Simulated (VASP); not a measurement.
A run of VASP 6.6.1 is set up as follows.

File INCAR:

```
ALGO = Normal
EDIFF = 1E-7
EDIFFG = -0.08
ENCUT = 500
GGA = PE
GGA_COMPAT = False
IBRION = 2
ISIF = 3
ISMEAR = 0
LASPH = True
LCHARG = False
LMAXMIX = 6
LREAL = False
LWAVE = False
NELM = 200
NELMIN = 4
NSW = 36
PREC = Accurate
SIGMA = 0.2
```

File KPOINTS:

```
k-points
0
Gamma
  5 4 3
```

The input POSCAR:

```
Nd2H3
1.0
    3.3935090000      0.0000000000      0.0000000000
   -1.6964705400      4.7905223400      0.0000000000
   -1.0518947500     -1.8031434600      5.0425065600
Nd H
2 3
Direct
    0.0000000000      0.5000000000      0.0000000000
    0.0000000000      0.5000000000      0.5000000000
    0.5000000000      0.0000000000      0.5000000000
    0.5000000000      0.5000000000      0.0000000000
    0.0000000000      0.0000000000      0.0000000000
```

Potentials or basis: VASP PAW PBE potentials, release 64 (Nd_3, H), 4f in core.

The run is started by

```console
$ cat potpaw_PBE.64/Nd_3/POTCAR potpaw_PBE.64/H/POTCAR > POTCAR
$ mpirun -np 1 vasp_std > vasp.out
```

(1) Estimate the space group after relaxing (to 0.1 Å).

(2) Predict the relaxed volume.

(3) What does it give for the relaxed cell?

(4) Predict the band gap on the k mesh.

## Answers

(1) C2/m (No. 12).

(2) 16.48 Å³/atom.

(3) a = 4.322 Å, b = 4.370 Å, c = 7.330 Å, α = 123.82°, β = 123.66°, γ = 92.49°.

(4) zero (an odd number of electrons rules out a gap without spin polarisation).

Caveat: the k points lie up to 0.41 Å⁻¹ apart in the final cell, too coarse for converged energies and pressures of a metal; a cell axis changed by over 15 % at a fixed basis, so the end point is rough; spin-orbit coupling is left out, which moves the levels of the heavy elements; the 4f electrons are frozen in the core, so they carry no moment and show no levels; an odd number of electrons without spin polarisation forces a metal; a magnetic or distorted state may lie lower.
